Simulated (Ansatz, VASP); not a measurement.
Si in VASP and in Ansatz

```
Si
1.0
     2.62729    0.00000    0.00000
    -1.31364    2.27530    0.00000
     0.00000    0.00000    4.42869
Si
2
Direct
  0.33333 0.66667 0.25000
  0.66667 0.33333 0.75000
```

Alike in both runs: task single point; functional PBE; k mesh 22 × 22 × 11; occupations fermi-dirac, width 0.1 eV; no spin polarisation.

|  | VASP | Ansatz |
| --- | --- | --- |
| version | VASP 6.6.1 | Ansatz 0.2.0 |
| potentials or method | VASP PAW PBE potentials, release 64 (Si), cutoff 520 eV | plane waves (420 eV) with PAW, scalar-relativistic |
| valence electrons in the cell | 8 | 8 |

Ansatz gave:

```
pressure (GPa)                                                : 8.3
traceless stress, the component that is largest in VASP (GPa) : 0.41
```

Q: Estimate VASP's values.

A: Pressure (GPa): 8.2; traceless stress, the component that is largest in VASP (GPa): 0.43.

The functional is the same, so the differences come from potentials, cutoffs and numerics.
